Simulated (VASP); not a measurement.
# Cu (I4/mmm) in VASP: single point with r2SCAN

Aim: the single point of Cu with r2SCAN.

Program: VASP 6.6.1. These are calculated values, not measurements. Logs are shortened: lines on timing, memory, paths and dates and some standing lists are left out, and cuts for length are marked.

**1. The cell of the first run**

Symmetry: I4/mmm, No. 139, tetragonal system. Conventional cell: a = 2.733 Å, b = 2.733 Å, c = 2.295 Å, α = 90.00°, β = 90.00°, γ = 90.00°. Within 3.0 Å of Cu (site symmetry 4/mmm) lie 14 Cu at 2.25 to 2.73 Å.

**2. Single point, r2SCAN**

Input file POSCAR:

```
Cu
1.0
   -1.3664989972      1.3664989972      1.1476250526
    1.3664989972     -1.3664989972      1.1476250526
    1.3664989972      1.3664989972     -1.1476250526
Cu
1
Direct
    0.0000000000      0.0000000000      0.0000000000
```

Input file INCAR.step1:

```
ALGO = Normal ; EDIFF = 1E-5
ENCUT = 900 ; GGA = PE
GGA_COMPAT = F ; ISMEAR = 0
LASPH = T ; LCHARG = F
LREAL = F ; LWAVE = T
NBANDS = 16 ; NELM = 120
PREC = Accurate ; SIGMA = 0.1
```

Input file INCAR.step2:

```
ALGO = Normal ; EDIFF = 1E-6
ENCUT = 900 ; GGA_COMPAT = F
ISIF = 2 ; ISMEAR = 0
ISTART = 1 ; LASPH = T
LCHARG = F ; LMIXTAU = T
LREAL = F ; LWAVE = F
METAGGA = R2SCAN ; NBANDS = 16
NELM = 120 ; PREC = Accurate
SIGMA = 0.1
```

Input file KPOINTS:

```
k-points
0
Gamma
  1 1 1
```

Potentials or basis: VASP PAW PBE potentials, release 64 (Cu_sv_GW).

Run with:

```
$ cat potpaw_PBE.64/Cu_sv_GW/POTCAR > POTCAR
$ cp INCAR.step1 INCAR
$ mpirun -np 1 vasp_gam > vasp.out
$ cp INCAR.step2 INCAR
$ mpirun -np 1 vasp_gam > vasp.out
```

OUTCAR:

```text
EDIFF = 1E-6
   ENCUT = 900
   ISIF = 2
   ISMEAR = 0
   ISTART = 1
   LASPH = T
   LREAL = F
   METAGGA = R2SCAN
   NELM = 120
   PREC = Accurate

 ion  position               nearest neighbor table
   1  0.000  0.000  0.000-

  LATTYP: Found a body centered tetragonal cell.
 ALAT       =     2.7329979944
 C/A-ratio  =     0.8398286826

  Lattice vectors:

 A1 = (  -1.3664989972,   1.3664989972,   1.1476250526)
 A2 = (   1.3664989972,  -1.3664989972,   1.1476250526)
 A3 = (   1.3664989972,   1.3664989972,  -1.1476250526)

Analysis of symmetry for initial positions (statically):
=====================================================================
 Subroutine PRICEL returns:
 Original cell was already a primitive cell.

 Routine SETGRP: Setting up the symmetry group for a
 body centered tetragonal supercell.

 Subroutine GETGRP returns: Found 16 space group operations
 (whereof 16 operations were pure point group operations)
 out of a pool of 16 trial point group operations.

The static configuration has the point symmetry D_4h.

Analysis of symmetry for dynamics (positions and initial velocities):
=====================================================================
 Subroutine PRICEL returns:
 Original cell was already a primitive cell.

 Routine SETGRP: Setting up the symmetry group for a
 body centered tetragonal supercell.

 Subroutine GETGRP returns: Found 16 space group operations
 (whereof 16 operations were pure point group operations)
 out of a pool of 16 trial point group operations.

The dynamic configuration has the point symmetry D_4h.

 Subroutine INISYM returns: Found 16 space group operations
 (whereof 16 operations are pure point group operations),
 and found     1 'primitive' translations

----------------------------------------------------------------------------------------

                                     Primitive cell

  volume of cell :       8.5719

  direct lattice vectors                    reciprocal lattice vectors
    -1.366498997  1.366498997  1.147625053     0.000000000  0.365898549  0.435682368
     1.366498997 -1.366498997  1.147625053     0.365898549  0.000000000  0.435682368
     1.366498997  1.366498997 -1.147625053     0.365898549  0.365898549  0.000000000

  length of vectors
     2.247594777  2.247594777  2.247594777     0.568947162  0.568947162  0.517458690

  position of ions in fractional coordinates (direct lattice)
     0.000000000  0.000000000  0.000000000

  ion indices of the primitive-cell ions
   primitive index   ion index
                 1           1

----------------------------------------------------------------------------------------

 KPOINTS: k-points

Automatic generation of k-mesh.
 Grid dimensions read from file:
 generate k-points for:    1    1    1

 Generating k-lattice:

  Cartesian coordinates                     Fractional coordinates (reciprocal lattice)
     0.000000000  0.365898549  0.435682368     1.000000000  0.000000000  0.000000000
     0.365898549  0.000000000  0.435682368     0.000000000  1.000000000  0.000000000
     0.365898549  0.365898549  0.000000000     0.000000000  0.000000000  1.000000000

  Length of vectors
     0.568947162  0.568947162  0.517458690

  Shift w.r.t. Gamma in fractional coordinates (k-lattice)
     0.000000000  0.000000000  0.000000000

 Subroutine IBZKPT returns following result:
 ===========================================

 Found      1 irreducible k-points:

 Following reciprocal coordinates:
            Coordinates               Weight
  0.000000  0.000000  0.000000      1.000000
   k-points           NKPTS =      1   k-points in BZ     NKDIM =      1   number of bands    NBANDS=     16
   number of dos      NEDOS =    301   number of ions     NIONS =      1
   total plane-waves  NPLWV =  13824
   dimension x,y,z NGX =    24 NGY =   24 NGZ =   24
   dimension x,y,z NGXF=    48 NGYF=   48 NGZF=   48
   ions per type =               1
   NGX,Y,Z   is equivalent  to a cutoff of  17.75, 17.75, 17.75 a.u.
   NGXF,Y,Z  is equivalent  to a cutoff of  35.50, 35.50, 35.50 a.u.
 SYSTEM =  unknown system
   PREC   = accura    normal or accurate (medium, high low for compatibility)
   ISTART =      1    job   : 0-new  1-cont  2-samecut
   ICHARG =      0    charge: 1-file 2-atom 10-const
   ISPIN  =      1    spin polarized calculation?
   LNONCOLLINEAR =      F non collinear calculations
   LSORBIT =      F    spin-orbit coupling
   LASPH  =      T    aspherical Exc in radial PAW
   ENCUT  =  900.0 eV  66.15 Ry    8.13 a.u.   5.50  5.50  5.50*2*pi/ulx,y,z
   NELM   =    120;   NELMIN=  2; NELMDL=  0     # of ELM steps
   EDIFF  = 0.1E-05   stopping-criterion for ELM
   LREAL  =      F    real-space projection
   EDIFFG = 0.1E-04   stopping-criterion for IOM
   NSW    =      0    number of steps for IOM
   IBRION =     -1    ionic relax: 0-MD 1-quasi-New 2-CG
   NFREE  =      0    steps in history (QN), initial steepest desc. (CG)
   ISIF   =      2    stress and relaxation
   ISYM   =      2    0-nonsym 1-usesym 2-fastsym
   POTIM  = 0.5000    time-step for ionic-motion
   TEBEG  =    0.0;   TEEND  =   0.0 temperature during run
   PSTRESS=    0.0 pullay stress
   NELECT =      19.0000    total number of electrons
   NUPDOWN=      -1.0000    fix difference up-down
   EMIN   =  10.00;   EMAX   =-10.00  energy-range for DOS
   EFERMI =   0.00;   METHOD = LEGACY
   ISMEAR =     0;   SIGMA  =   0.10  broadening in eV -4-tet -1-fermi 0-gaus
   EFERMI_NEDOS =   21; number of points for ismear=-14 and -15
   IALGO  =     38    algorithm
   IMIX   =      4    mixing-type and parameters
     AMIX     =   0.40;   BMIX     =  1.00
     AMIX_MAG =   1.60;   BMIX_MAG =  1.00
  volume/ion in A,a.u.               =       8.57        57.85
  Fermi-wavevector in a.u.,A,eV,Ry     =   2.134518  4.033654 61.990415  4.556167
  Thomas-Fermi vector in A             =   3.115328
   LORBIT       =      0    0 simple, 1 ext, 2 COOP (PROOUT), +10 PAW based schemes
   METAGGA = R2SCAN    functional components
   LHFCALC =     F    Hartree Fock is set to
   AEXX    =    0.0000 exact exchange contribution
   IVDW    =     0    specifies the selected vdW correction
   LEPSILON=     F    determine dielectric tensor
   LRPA    =     F    only Hartree local field effects (RPA)
 non-spin polarized calculation
 Gauss-broadening in eV      SIGMA  =   0.10
  energy-cutoff  :      900.00
  volume of cell :        8.57
 maximum number of plane-waves:       269
 NGX is ok and might be reduce to    24
   NGX = 11   NGY = 11   NGZ = 11

 number of electron      19.0000004 magnetization

 Free energy of the ion-electron system (eV)
  ---------------------------------------------------
  ext. energy  EPLUGINS =         0.00000000
  ---------------------------------------------------
  free energy    TOTEN  =       -22.39183454 eV

  energy without entropy =      -22.33439226  energy(sigma->0) =      -22.36311340

 E-fermi :   8.3506     XC(G=0): -17.0895

 val. band max:        8.3502239741   @ k =   0.0000   0.0000   0.0000
 cond. band min:      39.6920961640   @ k =   0.0000   0.0000   0.0000
 fundamental gap:     31.3418721898
 Fermi energy:         8.3506345121

 k-point     1 :       0.0000    0.0000    0.0000
  band No.  band energies     occupation
      1    -106.4753      2.00000
      2     -62.5436      2.00000
      3     -62.5436      2.00000
      4     -61.0234      2.00000
      5      -0.5448      2.00000
      6       5.2668      2.00000
[... 8 lines left out ...]
     15      45.7341      0.00000
     16      49.6724      0.00000

------------------------ aborting loop because EDIFF is reached ----------------------------------------

  FORCE on cell =-STRESS in cart. coord.  units (eV):
  Direction    XX          YY          ZZ          XY          YZ          ZX
  --------------------------------------------------------------------------------------
  -------------------------------------------------------------------------------------
  Total        0.0875268      0.0875268     -0.0549095      0.0000000     -0.0000000      0.0000000
  in kB       16.3596154     16.3596154    -10.2631122      0.0000000     -0.0000000      0.0000000
  external PRESSURE =       7.4853729 kB  Pullay stress =       0.0000000 kB

 VOLUME and BASIS-vectors are now :
 -----------------------------------------------------------------------------
  energy-cutoff  :      900.00
  volume of cell :        8.57
      direct lattice vectors                 reciprocal lattice vectors
    -1.366498997  1.366498997  1.147625053     0.000000000  0.365898549  0.435682368
     1.366498997 -1.366498997  1.147625053     0.365898549  0.000000000  0.435682368
     1.366498997  1.366498997 -1.147625053     0.365898549  0.365898549  0.000000000

 POSITION                                       TOTAL-FORCE (eV/Angst)
 -----------------------------------------------------------------------------------
      0.00000      0.00000      0.00000         0.000000      0.000000     -0.000000
 -----------------------------------------------------------------------------------
    total drift:                               -0.000000     -0.000000      0.000000

  FREE ENERGIE OF THE ION-ELECTRON SYSTEM (eV)
  ---------------------------------------------------
  free  energy   TOTEN  =       -22.3918345395 eV

  energy  without entropy=      -22.3343922550  energy(sigma->0) =      -22.36311340
```

Wall time 14 s (1 thread of AMD EPYC 7R13 (Zen 3), shared host); peak memory 0.12 GiB.

Results:

| Quantity | Value |
| --- | --- |
| Free energy | -22.3918 eV |
| Pressure | 0.7 GPa |
| Band gap on the k mesh | zero (an odd number of electrons rules out a gap without spin polarisation) |

Stress tensor (GPa, compression positive):
```
 1.64  0.00  0.00
 0.00  1.64  0.00
 0.00  0.00 -1.03
```

Caveat: the k points lie up to 3.57 Å⁻¹ apart, too coarse for converged energies and pressures of a metal; the PAW data sets were made with another functional, which shifts forces and pressure a little.

The gap in the log of VASP goes by the Fermi energy; the results here count the filled bands.